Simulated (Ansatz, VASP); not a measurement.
## Two plane-wave programs on Mo

The input INCAR:

```
SYSTEM = Mo
PREC     = Accurate       ! precision mode
ENCUT    = 520            ! plane-wave cutoff, eV
EDIFF    = 1E-6           ! SCF threshold, eV
ISMEAR   = -1             ! smearing method
SIGMA    = 0.1            ! smearing width, eV
LREAL    = .FALSE.        ! projectors in reciprocal space
LASPH    = .TRUE.         ! aspherical terms in the spheres
NELM     = 80             ! most SCF steps
ALGO     = Normal         ! electronic algorithm
ISIF     = 2              ! what is computed and relaxed
LWAVE    = .FALSE.        ! write WAVECAR
LCHARG   = .FALSE.        ! write CHGCAR
GGA      = CA             ! functional
NBANDS   = 13             ! bands
```

KPOINTS

```
Automatic mesh
0
G
  9 9 9
  0 0 0
```

File POSCAR:

```
Mo
1.0
   -1.5565618036      1.5565618036      1.5565618036
    1.5565618036     -1.5565618036      1.5565618036
    1.5565618036      1.5565618036     -1.5565618036
Mo
1
Direct
    0.0000000000      0.0000000000      0.0000000000
```

Input for Ansatz:

```yaml
crystal:
  lattice:
    - [-1.5565618036, 1.5565618036, 1.5565618036]
    - [1.5565618036, -1.5565618036, 1.5565618036]
    - [1.5565618036, 1.5565618036, -1.5565618036]
  atoms:
    - { symbol: Mo, position: [0.0, 0.0, 0.0] }
hamiltonian:
  xc: lda
  pseudopotentials:
    kind: paw
    azcp:
      Mo: "pseudopotentials/Mo.paw.azcp"
basis:
  ecutwfc: 420
  fft_grid_basis: typed
kpoints:
  mp_grid: { grid: [9, 9, 9], shift: [0, 0, 0] }
magnetization:
  spin_polarized: false
scf:
  occupations: { method: fermi_dirac, width: 0.1 }
  lower_state_search: "off"
output:
  stress: true
```

Alike in both runs: task single point; functional LDA; k mesh 9 × 9 × 9; occupations fermi-dirac, width 0.1 eV; no spin polarisation.

|  | VASP | Ansatz |
| --- | --- | --- |
| version | VASP 6.6.1 | Ansatz 0.2.0 |
| potentials or method | VASP PAW LDA potentials, release 64 (Mo_sv), cutoff 520 eV | plane waves (420 eV) with PAW, scalar-relativistic |
| valence electrons in the cell | 14 | 14 |

```csv
,VASP,Ansatz,Ansatz less VASP
pressure (GPa),0.7,-0.5,-1.24
```

Ansatz warns that its potentials were made for another functional, while VASP's fit it. LDA's correlation is that of Perdew and Zunger in VASP and of Perdew and Wang (1992) in Ansatz.
